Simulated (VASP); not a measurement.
# Hf2N (Pnnm) in VASP: a series of runs, part 2 of 2

VASP 6.6.1. The steps go on from the part before.

## (3) Single point, LDA (mode 4 frozen in at +0.000 Å, normal strain along x +0.0700)

Contents of INCAR:

```
SYSTEM = Hf2N
  PREC = Accurate
  ENCUT = 520
  EDIFF = 1E-6
  ISMEAR = 0
  SIGMA = 0.15
  LREAL = .FALSE.
  LASPH = .TRUE.
  NELM = 60
  ALGO = Normal
  ISIF = 2
  LWAVE = .FALSE.
  LCHARG = .FALSE.
  GGA = CA
  NBANDS = 34
```

Contents of KPOINTS:

```
regular mesh
0
G
  8 8 12
  0 0 0
```

Contents of POSCAR:

```
Hf2N
1.0
    5.6198096911      0.0000000000      0.0000000000
    0.0000000000      5.2521585898      0.0000000000
    0.0000000000      0.0000000000      3.2005839592
Hf N
4 2
Direct
    0.2954034337      0.2954034337      0.0000000000
    0.7045965663      0.7045965663      0.0000000000
    0.7954034337      0.2045965663      0.5000000000
    0.2045965663      0.7954034337      0.5000000000
    0.0000000000      0.0000000000      0.0000000000
    0.5000000000      0.5000000000      0.5000000000
```

Potentials or basis: VASP PAW LDA potentials, release 64 (Hf_pv, N).

Launch:

```
$ cat potpaw_LDA.64/Hf_pv/POTCAR potpaw_LDA.64/N/POTCAR > POTCAR
$ mpirun -np 1 vasp_std > vasp.out
```

OUTCAR:

```text
SYSTEM = Hf2N
   PREC = Accurate
   ENCUT = 520
   EDIFF = 1E-6
   ISMEAR = 0
   LREAL = .FALSE.
   LASPH = .TRUE.
   NELM = 60
   ISIF = 2
   GGA = CA

 ion  position               nearest neighbor table
   1  0.295  0.295  0.000-   6 2.24   6 2.24   5 2.27   4 3.12   4 3.12   4 3.12   4 3.12   2 3.15
                             3 3.27   3 3.27   3 3.27   3 3.27   2 3.86
   2  0.705  0.705  0.000-   6 2.24   6 2.24   5 2.27   3 3.12   3 3.12   3 3.12   3 3.12   1 3.15
                             4 3.27   4 3.27   4 3.27   4 3.27   1 3.86
   3  0.795  0.205  0.500-   5 2.24   5 2.24   6 2.27   2 3.12   2 3.12   2 3.12   2 3.12   4 3.15
                             1 3.27   1 3.27   1 3.27   1 3.27   4 3.86
   4  0.205  0.795  0.500-   5 2.24   5 2.24   6 2.27   1 3.12   1 3.12   1 3.12   1 3.12   3 3.15
                             2 3.27   2 3.27   2 3.27   2 3.27   3 3.86
   5  0.000  0.000  0.000-   3 2.24   4 2.24   3 2.24   4 2.24   1 2.27   2 2.27
   6  0.500  0.500  0.500-   1 2.24   2 2.24   1 2.24   2 2.24   3 2.27   4 2.27

  LATTYP: Found a simple orthorhombic cell.
 ALAT       =     3.2005839592
 B/A-ratio  =     1.6410000977
 C/A-ratio  =     1.7558701046

  Lattice vectors:

 A1 = (   0.0000000000,   0.0000000000,  -3.2005839592)
 A2 = (   0.0000000000,   5.2521585898,   0.0000000000)
[... 195 lines left out ...]
  band No.  band energies     occupation
      1     -25.4598      2.00000
      2     -25.0619      2.00000
      3     -25.0413      2.00000
      4     -24.9170      2.00000
      5     -24.7081      2.00000
      6     -24.6316      2.00000
[... 877 lines left out ...]
     33       9.3077      0.00000
     34       9.3077      0.00000

 [... further k-points ...]

------------------------ aborting loop because EDIFF is reached ----------------------------------------

  FORCE on cell =-STRESS in cart. coord.  units (eV):
  Direction    XX          YY          ZZ          XY          YZ          ZX
  --------------------------------------------------------------------------------------
  -------------------------------------------------------------------------------------
  Total      -12.2403370     -5.7749617     -4.3409577     -0.0000000      0.0000000      0.0000000
  in kB     -207.5942368    -97.9424642    -73.6219759     -0.0000000      0.0000000      0.0000000
  external PRESSURE =    -126.3862256 kB  Pullay stress =       0.0000000 kB

 VOLUME and BASIS-vectors are now :
 -----------------------------------------------------------------------------
  energy-cutoff  :      520.00
  volume of cell :       94.47
      direct lattice vectors                 reciprocal lattice vectors
     5.619809691  0.000000000  0.000000000     0.177941969  0.000000000  0.000000000
     0.000000000  5.252158590  0.000000000     0.000000000  0.190397906  0.000000000
     0.000000000  0.000000000  3.200583959     0.000000000  0.000000000  0.312442983

 POSITION                                       TOTAL-FORCE (eV/Angst)
 -----------------------------------------------------------------------------------
      1.66011      1.55151      0.00000         0.298042      0.011808      0.000000
      3.95970      3.70065      0.00000        -0.298042     -0.011808      0.000000
      4.47002      1.07457      1.60029         0.298042     -0.011808      0.000000
      1.14979      4.17758      1.60029        -0.298042      0.011808      0.000000
      0.00000      0.00000      0.00000        -0.000000      0.000000      0.000000
      2.80990      2.62608      1.60029        -0.000000      0.000000      0.000000
 -----------------------------------------------------------------------------------
    total drift:                               -0.000000      0.000000      0.000000

  FREE ENERGIE OF THE ION-ELECTRON SYSTEM (eV)
  ---------------------------------------------------
  free  energy   TOTEN  =       -69.1782314005 eV

  energy  without entropy=      -69.1465474020  energy(sigma->0) =      -69.16238940
```

OSZICAR:

```text
N       E                     dE             d eps       ncg     rms          rms(c)
DAV:   1     0.213255997759E+03    0.21326E+03   -0.27464E+04 11916   0.143E+03
DAV:   2    -0.621125675036E+02   -0.27537E+03   -0.26369E+03 14752   0.349E+02
DAV:   3    -0.761456098759E+02   -0.14033E+02   -0.13632E+02 15358   0.564E+01
DAV:   4    -0.763884261215E+02   -0.24282E+00   -0.24136E+00 14926   0.761E+00
DAV:   5    -0.763941166788E+02   -0.56906E-02   -0.56824E-02 15472   0.944E-01    0.981E+01
DAV:   6    -0.697718036629E+02    0.66223E+01   -0.39671E+01 14006   0.242E+01    0.707E+01
DAV:   7    -0.695014119338E+02    0.27039E+00   -0.69720E+00 14114   0.115E+01    0.198E+01
DAV:   8    -0.691856302080E+02    0.31578E+00   -0.14163E+00 14914   0.463E+00    0.269E+00
DAV:   9    -0.691820087792E+02    0.36214E-02   -0.16416E-01 14110   0.176E+00    0.305E+00
DAV:  10    -0.691785515390E+02    0.34572E-02   -0.30882E-02 14646   0.790E-01    0.114E+00
DAV:  11    -0.691784664203E+02    0.85119E-04   -0.59097E-03 14646   0.335E-01    0.747E-01
DAV:  12    -0.691782407551E+02    0.22567E-03   -0.64886E-04 14288   0.105E-01    0.379E-01
DAV:  13    -0.691782313689E+02    0.93862E-05   -0.17154E-04 14824   0.529E-02    0.349E-02
DAV:  14    -0.691782314005E+02   -0.31626E-07   -0.52861E-06 14202   0.115E-02
   1 F= -.69178231E+02 E0= -.69162389E+02  d E =-.316840E-01
```

stdout:

```text
POSCAR found type information on POSCAR HfN
 POSCAR found :  2 types and       6 ions
 scaLAPACK will be used
 LDA part: xc-table for (Slater(with rela. corr.)+CA(PZ))
 , standard interpolation
 POSCAR, INCAR and KPOINTS ok, starting setup
 FFT: planning ... GRIDC
 FFT: planning ... GRID_SOFT
 FFT: planning ... GRID
 WAVECAR not read
 entering main loop
```

Wall time 7.6 min (1 thread of Oxide Virtual Turin-like, shared host); peak memory 0.46 GiB.

Results:

```yaml
Free_energy: -69.1782 eV
Pressure: -12.6 GPa
Largest_force: 0.298 eV/Å
Band_gap_on_the_k_mesh: zero (band 25 reaches 6.85 eV, above the bottom of band 26 at 4.39 eV)
```

Forces in eV/Å, atoms in the order of the input:
```
Hf   0.298  0.012  0.000
Hf  -0.298 -0.012  0.000
Hf   0.298 -0.012  0.000
Hf  -0.298  0.012  0.000
N    0.000  0.000  0.000
N    0.000  0.000  0.000
```

Levels at points of the mesh, in eV from the Fermi level:
```tsv
k point	band 22	band 23	band 24	band 25	band 26	band 27	band 28	band 29
(0.00, 0.00, 0.00)	-2.10	-0.10	0.46	0.65	1.29	1.30	1.44	1.61
(0.50, 0.00, 0.00)	-2.60	-1.15	-1.15	1.27	1.27	1.89	1.89	2.06
(0.00, 0.50, 0.00)	-2.29	-0.94	-0.94	1.29	1.29	1.50	1.50	2.18
(0.50, 0.50, 0.00)	-1.70	-1.44	-1.44	1.06	1.06	1.20	1.20	1.80
(0.00, 0.00, 0.50)	-1.31	-1.19	-1.19	-1.16	-1.16	1.92	1.92	3.39
(0.50, 0.00, 0.50)	-1.83	-1.07	-1.07	-0.89	-0.89	1.70	1.70	3.56
(0.00, 0.50, 0.50)	-1.91	-1.01	-1.01	-0.80	-0.80	1.60	1.60	3.56
(0.50, 0.50, 0.50)	-1.55	-0.93	-0.93	-0.43	-0.43	1.23	1.23	2.80
```

Caveat: the cell differs from its parent crystal (mode 4 frozen in at +0.000 Å, normal strain along x +0.0700); spin-orbit coupling is left out, which moves the levels of the heavy elements.
